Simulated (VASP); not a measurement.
# BN in VASP: notebook

Runs on BN. Level: PBE+D3(BJ). Tasks: single point.

Everything below comes from runs of VASP 6.6.1. Logs are shortened: lines on timing, memory, paths and dates and some standing lists are left out, and cuts for length are marked.

**1. The cell of the first run**

The cell holds a slab with vacuum, 4 atoms: a = 2.509 Å, b = 2.509 Å, c = 17.500 Å, α = 90.00°, β = 90.00°, γ = 120.00°.

**2. Single point, PBE+D3(BJ) (layers slid over each other, then relaxed in part)**

The input, INCAR:

```
SYSTEM = BN
PREC = Accurate ; ENCUT = 520
EDIFF = 1E-7 ; ISMEAR = 0
SIGMA = 0.05 ; LREAL = .FALSE.
LASPH = .TRUE. ; NELM = 80
ALGO = Normal ; ISIF = 2
LWAVE = .FALSE. ; LCHARG = .FALSE.
LDIPOL = .TRUE. ; IDIPOL = 3
DIPOL = 0.5 0.5 0.356 ; GGA = PE
IVDW = 12 ; NBANDS = 16
```

The input, KPOINTS:

```
Automatic mesh
0
G
  12 12 1
  0 0 0
```

The input, POSCAR:

```
BN
1.0
    2.5087623753      0.0000000000      0.0000000000
   -1.2543811876      2.1726519491      0.0000000000
    0.0000000000      0.0000000000     17.5000000000
B N
2 2
Direct
    0.0000000000      0.0000000000      0.2571428571
    0.0000000000      0.3333333333      0.4545065130
    0.6666666667      0.3333333333      0.2570922525
    0.6666666667      0.6666666667      0.4545572210
```

Potentials or basis: VASP PAW PBE potentials, release 64 (B, N).

Started as:

```console
> cat potpaw_PBE.64/B/POTCAR potpaw_PBE.64/N/POTCAR > POTCAR
> mpirun -np 1 vasp_std > vasp.out
```

OUTCAR:

```text
SYSTEM = BN
   PREC = Accurate
   ENCUT = 520
   EDIFF = 1E-7
   ISMEAR = 0
   LREAL = .FALSE.
   LASPH = .TRUE.
   NELM = 80
   ISIF = 2
   GGA = PE
   IVDW = 12
 IVDW          = 12

 ion  position               nearest neighbor table
   1  0.000  0.000  0.257-   3 1.45   3 1.45   3 1.45
   2  0.000  0.333  0.455-   4 1.45   4 1.45   4 1.45
   3  0.667  0.333  0.257-   1 1.45   1 1.45   1 1.45
   4  0.667  0.667  0.455-   2 1.45   2 1.45   2 1.45

  LATTYP: Found a hexagonal cell.
 ALAT       =     2.5087623753
 C/A-ratio  =     6.9755510415

  Lattice vectors:

 A1 = (   2.5087623753,   0.0000000000,   0.0000000000)
 A2 = (  -1.2543811876,   2.1726519491,   0.0000000000)
 A3 = (   0.0000000000,   0.0000000000,  17.5000000000)

Analysis of symmetry for initial positions (statically):
=====================================================================
 Subroutine PRICEL returns:
 Original cell was already a primitive cell.

 Routine SETGRP: Setting up the symmetry group for a
 hexagonal supercell.

 Subroutine GETGRP returns: Found  2 space group operations
 (whereof  1 operations were pure point group operations)
 out of a pool of 24 trial point group operations.

The static configuration has the point symmetry C_1 .
 The point group associated with its full space group is C_2 .

Analysis of symmetry for dynamics (positions and initial velocities):
=====================================================================
 Subroutine PRICEL returns:
 Original cell was already a primitive cell.

 Routine SETGRP: Setting up the symmetry group for a
 hexagonal supercell.

 Subroutine GETGRP returns: Found  2 space group operations
 (whereof  1 operations were pure point group operations)
 out of a pool of 24 trial point group operations.

The dynamic configuration has the point symmetry C_1 .
 The point group associated with its full space group is C_2 .

 Subroutine INISYM returns: Found  2 space group operations
 (whereof  1 operations are pure point group operations),
 and found     1 'primitive' translations

----------------------------------------------------------------------------------------

                                     Primitive cell

  volume of cell :      95.3867

  direct lattice vectors                    reciprocal lattice vectors
     2.508762375  0.000000000  0.000000000     0.398602917  0.230133501  0.000000000
    -1.254381188  2.172651949  0.000000000     0.000000000  0.460267002  0.000000000
     0.000000000  0.000000000 17.500000000     0.000000000  0.000000000  0.057142857
[... 99 lines left out ...]
   NELECT =      16.0000    total number of electrons
   NUPDOWN=      -1.0000    fix difference up-down
   EMIN   =  10.00;   EMAX   =-10.00  energy-range for DOS
   EFERMI =   0.00;   METHOD = LEGACY
   ISMEAR =     0;   SIGMA  =   0.05  broadening in eV -4-tet -1-fermi 0-gaus
   EFERMI_NEDOS =   21; number of points for ismear=-14 and -15
   IALGO  =     38    algorithm
   IMIX   =      4    mixing-type and parameters
     AMIX     =   0.40;   BMIX     =  1.00
     AMIX_MAG =   1.60;   BMIX_MAG =  1.00
  volume/ion in A,a.u.               =      23.85       160.93
  Fermi-wavevector in a.u.,A,eV,Ry     =   0.902857  1.706152 11.090797  0.815151
  Thomas-Fermi vector in A             =   2.026112
   LORBIT       =      0    0 simple, 1 ext, 2 COOP (PROOUT), +10 PAW based schemes
   GGA     = PE    functional components
   LHFCALC =     F    Hartree Fock is set to
   AEXX    =    0.0000 exact exchange contribution
   IVDW    =    12    specifies the selected vdW correction
   LEPSILON=     F    determine dielectric tensor
   LRPA    =     F    only Hartree local field effects (RPA)
 non-spin polarized calculation
 Gauss-broadening in eV      SIGMA  =   0.05
  energy-cutoff  :      520.00
  volume of cell :       95.39
 maximum number of plane-waves:      2588
   NGX =  9   NGY =  9   NGZ = 65

 dipolmoment           0.000000      0.000000      0.000109 electrons x Angstroem

 number of electron      16.0000000 magnetization

 dipolmoment           0.000000      0.000000     -0.000009 electrons x Angstroem

 Free energy of the ion-electron system (eV)
  ---------------------------------------------------
  ext. energy  EPLUGINS =         0.00000000
  ---------------------------------------------------
  free energy    TOTEN  =       -35.18145746 eV

  energy without entropy =      -35.18145746  energy(sigma->0) =      -35.18145746

 E-fermi :  -2.3393     XC(G=0):  -4.3261

 val. band max:       -2.6491527034   @ k =   0.3333   0.3333   0.0000
 cond. band min:       1.5279843090   @ k =   0.5000  -0.0000   0.0000
 fundamental gap:      4.1771370124
 Fermi energy:        -2.3393360281

 k-point     1 :       0.0000    0.0000    0.0000
  band No.  band energies     occupation
      1     -20.4486      2.00000
      2     -20.3405      2.00000
      3      -8.4040      2.00000
      4      -7.5406      2.00000
      5      -4.1049      2.00000
      6      -4.1042      2.00000
[... 433 lines left out ...]
      3     -10.3778      2.00000
      4     -10.3320      2.00000
      5      -6.9597      2.00000
      6      -6.9383      2.00000
[... 8 lines left out ...]
     15       8.6515      0.00000
     16       9.8410      0.00000

 [... further k-points ...]

------------------------ aborting loop because EDIFF is reached ----------------------------------------

 vacuum level on the upper side and lower side of the slab       (xc-potential included)        -0.096        -0.097

 Edisp (eV)   -0.41327

 E8    (eV) :    -0.1268

  FORCE on cell =-STRESS in cart. coord.  units (eV):
  Direction    XX          YY          ZZ          XY          YZ          ZX
  --------------------------------------------------------------------------------------
  -------------------------------------------------------------------------------------
  Total      -0.09587    -0.07092    -0.03955    -0.02161     0.06623    -0.03824
  in kB      -1.61026    -1.19118    -0.66436    -0.36293     1.11239    -0.64224
  external pressure =       -1.16 kB  Pullay stress =        0.00 kB

 VOLUME and BASIS-vectors are now :
 -----------------------------------------------------------------------------
  energy-cutoff  :      520.00
  volume of cell :       95.39
      direct lattice vectors                 reciprocal lattice vectors
     2.508762375  0.000000000  0.000000000     0.398602917  0.230133501  0.000000000
    -1.254381188  2.172651949  0.000000000     0.000000000  0.460267002  0.000000000
     0.000000000  0.000000000 17.500000000     0.000000000  0.000000000  0.057142857

 POSITION                                       TOTAL-FORCE (eV/Angst)
 -----------------------------------------------------------------------------------
      0.00000      0.00000      4.50000        -0.006047      0.001380      0.000021
     -0.41813      0.72422      7.95386        -0.001829     -0.005927     -0.000021
      1.25438      0.72422      4.49911         0.017100     -0.020523     -0.000225
      0.83625      1.44843      7.95475        -0.009224      0.025070      0.000225
 -----------------------------------------------------------------------------------
    total drift:                                0.000041      0.000017     -0.002419

  FREE ENERGIE OF THE ION-ELECTRON SYSTEM (eV)
  ---------------------------------------------------
  free  energy   TOTEN  =       -35.5947302497 eV

  energy  without entropy=      -35.5947302497  energy(sigma->0) =      -35.59473025

 vacuum level on the upper side and lower side of the slab         3.003         3.002
```

OSZICAR:

```text
N       E                     dE             d eps       ncg     rms          rms(c)
DAV:   1     0.100411088708E+03    0.10041E+03   -0.66340E+03  1376   0.806E+02
DAV:   2    -0.290450677596E+02   -0.12946E+03   -0.11613E+03  1968   0.201E+02
DAV:   3    -0.387160693052E+02   -0.96710E+01   -0.95841E+01  1880   0.628E+01
[... 13 lines left out ...]
DAV:  17    -0.351814430952E+02   -0.49058E-04   -0.25953E-06  1576   0.788E-03    0.180E-03
DAV:  18    -0.351814554228E+02   -0.12328E-04   -0.65679E-07  1568   0.455E-03    0.698E-04
DAV:  19    -0.351814562275E+02   -0.80461E-06   -0.21569E-08  1448   0.115E-03    0.447E-04
DAV:  20    -0.351814573803E+02   -0.11528E-05   -0.40970E-08  1144   0.997E-04    0.640E-05
DAV:  21    -0.351814574579E+02   -0.77644E-07   -0.40407E-09  1328   0.379E-04
   1 F= -.35594730E+02 E0= -.35594730E+02  d E =-.828938E-20
```

Wall time 3.1 min (1 thread of Intel Xeon 8259CL, shared host); peak memory 0.25 GiB.

Results:

```
Free energy                : -35.5947 eV
Largest force              : 0.027 eV/Å
Band gap on the k mesh     : 4.18 eV (least direct gap 4.28 eV)
Dispersion energy per atom : -0.103 eV
```

Forces on the atoms (eV/Å):
```
B   -0.006  0.001  0.000
B   -0.002 -0.006  0.000
N    0.017 -0.021  0.000
N   -0.009  0.025  0.000
```

Levels at points of the mesh, in eV from the valence-band top:
| k point | band 6 | band 7 | band 8 | band 9 | band 10 | band 11 |
| --- | --- | --- | --- | --- | --- | --- |
| (0.00, 0.00, 0.00) | -1.45 | -1.45 | -1.45 | 4.65 | 5.22 | 6.07 |
| (0.50, 0.00, 0.00) | -4.23 | -1.27 | -0.76 | 4.18 | 5.19 | 9.45 |
| (0.00, 0.50, 0.00) | -4.23 | -1.15 | -0.90 | 4.42 | 4.95 | 9.47 |

Caveat: the cell differs from its parent crystal (layers slid over each other, then relaxed in part).

**3. Single point, PBE+D3(BJ) (layers slid over each other, then relaxed in part)**

The input, INCAR:

```
SYSTEM = BN
  PREC = Accurate
  ENCUT = 520
  EDIFF = 1E-6
  ISMEAR = 0
  SIGMA = 0.05
  LREAL = .FALSE.
  LASPH = .TRUE.
  NELM = 60
  ALGO = Normal
  ISIF = 2
  LWAVE = .FALSE.
  LCHARG = .FALSE.
  LDIPOL = .TRUE.
  IDIPOL = 3
  DIPOL = 0.5 0.5 0.359
  GGA = PE
  IVDW = 12
  NBANDS = 16
```

KPOINTS is that of step 2.

The input, POSCAR:

```
BN
1.0
    2.5087623753      0.0000000000      0.0000000000
   -1.2543811876      2.1726519491      0.0000000000
    0.0000000000      0.0000000000     17.5000000000
B N
2 2
Direct
    0.0000000000      0.0000000000      0.2571428571
    0.0000000000      0.1666666667      0.4612290401
    0.6666666667      0.3333333333      0.2570995234
    0.6666666667      0.5000000000      0.4612606579
```

Potentials or basis: VASP PAW PBE potentials, release 64 (B, N).

Started as:

```console
> cat potpaw_PBE.64/B/POTCAR potpaw_PBE.64/N/POTCAR > POTCAR
> mpirun -np 1 vasp_std > vasp.out
```

It took 4.8 min on 1 thread of Intel Xeon 8259CL, shared host; peak memory 0.28 GiB.

Results (log left out):

| Item | Value |
| --- | --- |
| Free energy | -35.5863 eV |
| Largest force | 0.018 eV/Å |
| Band gap on the k mesh | 4.17 eV |
| Dispersion energy per atom | -0.101 eV |

Forces in eV/Å, atoms in the order of the input:
```
B   -0.002  0.002 -0.003
B    0.000 -0.003  0.000
N    0.010 -0.015  0.003
N   -0.008  0.016  0.000
```

Levels at points of the mesh, in eV from the valence-band top:
| k point | band 6 | band 7 | band 8 | band 9 | band 10 | band 11 |
| --- | --- | --- | --- | --- | --- | --- |
| (0.00, 0.00, 0.00) | -1.49 | -1.49 | -1.48 | 4.58 | 5.18 | 5.99 |
| (0.50, 0.00, 0.00) | -4.26 | -1.26 | -0.84 | 4.19 | 5.10 | 9.36 |
| (0.00, 0.50, 0.00) | -4.26 | -1.23 | -0.87 | 4.24 | 5.05 | 9.36 |
| (0.50, 0.50, 0.00) | -4.26 | -1.23 | -0.87 | 4.24 | 5.05 | 9.36 |

Caveat: the cell differs from its parent crystal (layers slid over each other, then relaxed in part).
